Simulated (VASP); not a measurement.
A run of VASP 6.6.1:

Contents of POSCAR:

```
LiF
1.0
   -0.0962879479      1.9670252210      1.9670252210
    1.9670252210     -0.0962879479      1.9670252210
    1.9670252210      1.9670252210     -0.0962879479
Li F
1 1
Direct
    0.0000000000      0.0000000000      0.0000000000
    0.5000000000      0.5000000000      0.5000000000
```

File INCAR.step1:

```
SYSTEM = LiF
ALGO     = Normal         ! electronic algorithm
EDIFF    = 1E-4           ! SCF threshold, eV
ENCUT    = 520            ! plane-wave cutoff, eV
GGA      = PE             ! functional
ISMEAR   = 0              ! smearing method
LASPH    = .TRUE.         ! aspherical terms in the spheres
LCHARG   = .FALSE.        ! write CHGCAR
LREAL    = .FALSE.        ! projectors in reciprocal space
LWAVE    = .TRUE.         ! write WAVECAR
NBANDS   = 12             ! bands
NELM     = 60             ! most SCF steps
PREC     = Accurate       ! precision mode
SIGMA    = 0.05           ! smearing width, eV
```

Contents of INCAR.step2:

```
SYSTEM = LiF
ALGO     = Normal         ! electronic algorithm
EDIFF    = 1E-7           ! SCF threshold, eV
ENCUT    = 520            ! plane-wave cutoff, eV
ISIF     = 2              ! what is computed and relaxed
ISMEAR   = 0              ! smearing method
ISTART   = 1            
LASPH    = .TRUE.         ! aspherical terms in the spheres
LCHARG   = .TRUE.         ! write CHGCAR
LELF     = .TRUE.         ! ELF
LMIXTAU  = .TRUE.       
LREAL    = .FALSE.        ! projectors in reciprocal space
LVHAR    = .TRUE.       
LWAVE    = .FALSE.        ! write WAVECAR
METAGGA  = R2SCAN         ! meta-GGA
NBANDS   = 12             ! bands
NELM     = 60             ! most SCF steps
PREC     = Accurate       ! precision mode
SIGMA    = 0.05           ! smearing width, eV
```

The input KPOINTS:

```
k-points
0
G
  12 12 12
  0 0 0
```

Potentials or basis: VASP PAW PBE potentials, release 64 (Li_sv, F).

Launch:

```bash
$ cat potpaw_PBE.64/Li_sv/POTCAR potpaw_PBE.64/F/POTCAR > POTCAR
$ cp INCAR.step1 INCAR
$ mpirun -np 1 vasp_std > vasp.out
$ cp INCAR.step2 INCAR
$ mpirun -np 1 vasp_std > vasp.out
```

Hardware: 1 thread of Intel(R) Xeon(R) 6975P-C (Granite Rapids) (shared host).

Task: How long does it take, and how much memory?

Result: It took 46 s on 1 thread of Intel(R) Xeon(R) 6975P-C (Granite Rapids), with other jobs on the host, peak memory 0.15 GiB. Counts: k points 189.
